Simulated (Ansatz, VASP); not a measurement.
# One calculation of NaCl, two programs

File INCAR:

```
PREC = Accurate
ENCUT = 520
EDIFF = 1E-7
ISMEAR = -1
SIGMA = 0.02
LREAL = F
LASPH = T
NELM = 100
ALGO = Normal
ISIF = 2
LWAVE = F
LCHARG = F
GGA = PE
NBANDS = 14
```

Contents of KPOINTS:

```
regular mesh
0
Gamma
  8 8 8
```

The input POSCAR:

```
NaCl
1.0
    0.0000000000      3.0872727859      3.0872727859
    3.0872727859      0.0000000000      3.0872727859
    3.0872727859      3.0872727859      0.0000000000
Na Cl
1 1
Direct
    0.0000000000      0.0000000000      0.0000000000
    0.2500000000      0.2500000000      0.2500000000
```

Input for Ansatz:

```yaml
crystal:
  lattice:
    - [0.0, 3.0872727859, 3.0872727859]
    - [3.0872727859, 0.0, 3.0872727859]
    - [3.0872727859, 3.0872727859, 0.0]
  atoms:
    - { symbol: Na, position: [0.0, 0.0, 0.0] }
    - { symbol: Cl, position: [0.25, 0.25, 0.25] }
kpoints:
  mp_grid: { grid: [8, 8, 8] }
  band_path:
    path:
      - [[0.0, 0.0, 0.0], [-0.5, -0.5, 5.455133284596e-17], [-0.375, -0.375, 0.25]]
      - [[-0.375, -5.371267351529e-18, 0.375], [0.0, 0.0, 0.0], [-5.710411897704e-17, 1.357487394437e-17, 0.5], [-0.5, -0.25, 0.25], [-0.5, -0.5, 5.455133284596e-17]]
    npoints: 10
hamiltonian:
  xc: pbe
scf:
  occupations: { method: fermi_dirac, width: 0.02 }
  n_extra_bands: 4
output:
  forces: true
  stress: true
  eigenvalues: true
```

Alike in both runs: task single point; functional PBE; k mesh 8 × 8 × 8; occupations fermi-dirac, width 0.02 eV; no spin polarisation.

|  | VASP | Ansatz |
| --- | --- | --- |
| version | VASP 6.6.1 | Ansatz 0.2.0 |
| potentials or method | VASP PAW PBE potentials, release 64 (Na_pv, Cl) | plane waves, PAW |
| plane-wave cutoff (eV) | 520 | 420 |
| valence electrons in the cell | 14 | 16 |

|  | VASP | Ansatz | Ansatz less VASP |
| --- | --- | --- | --- |
| gap on the k mesh at the Fermi level (eV) | 4.94 | 4.94 | +0.001 |
| pressure (GPa) | 0.7 | 0.7 | +0.01 |

With one functional, cell and mesh, what is left measures potentials, basis and numerics. VASP's potentials hold 14 valence electrons a cell and Ansatz's 16, so a difference there can come from the potentials and not from the codes.
